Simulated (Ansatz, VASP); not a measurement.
**One calculation of GaAs, two programs**

The input INCAR:

```
PREC = Accurate
ENCUT = 520
EDIFF = 1E-7
ISMEAR = 0
SIGMA = 0.05
LREAL = F
LASPH = T
NELM = 60
ALGO = Normal
ISIF = 2
LWAVE = F
LCHARG = F
GGA = PE
NBANDS = 16
```

KPOINTS

```
regular mesh
0
Gamma
  10 10 10
```

The input POSCAR:

```
GaAs
1.0
    0.0000000000      2.8268500000      2.9681925000
    2.8268500000      0.0000000000      2.9681925000
    2.8268500000      2.8268500000      0.0000000000
Ga As
1 1
Direct
    0.0000000000      0.0000000000      0.0000000000
    0.7500000000      0.7500000000      0.7500000000
```

Input for Ansatz:

```yaml
crystal:
  lattice:
    - [0.0, 2.82685, 2.9681925]
    - [2.82685, 0.0, 2.9681925]
    - [2.82685, 2.82685, 0.0]
  atoms:
    - { symbol: Ga, position: [0.0, 0.0, 0.0] }
    - { symbol: As, position: [0.75, 0.75, 0.75] }
basis:
  ecutwfc: 420
kpoints:
  mp_grid: { grid: [10, 10, 10] }
hamiltonian:
  xc: pbe
scf:
  occupations: { method: gaussian, width: 0.05 }
output:
  forces: true
  stress: true
  eigenvalues: true
```

Change from the starting cell: strain +0.000 along x and y, +0.050 along z, atoms carried along.

Alike in both runs: task single point; functional PBE; k mesh 10 × 10 × 10; occupations gaussian, width 0.05 eV; no spin polarisation.

|  | VASP | Ansatz |
| --- | --- | --- |
| version | VASP 6.6.1 | Ansatz 0.2.0 |
| potentials or method | VASP PAW PBE potentials, release 64 (Ga_d, As), cutoff 520 eV | scalar-relativistic, plane waves, PAW |
| valence electrons in the cell | 18 | 28 |

|  | VASP | Ansatz | Ansatz less VASP |
| --- | --- | --- | --- |
| gap on the k mesh at the Fermi level (eV) | 0.04 | 0.04 | -0.003 |
| least direct gap on the mesh (eV) | 0.04 | 0.04 | -0.003 |
| pressure (GPa) | 0.1 | 0.0 | -0.17 |
| traceless stress, the component that is largest in VASP (GPa) | -2.04 | -2.04 | -0.005 |

VASP's potentials hold 18 valence electrons a cell and Ansatz's 28, so a difference there can come from the potentials and not from the codes.
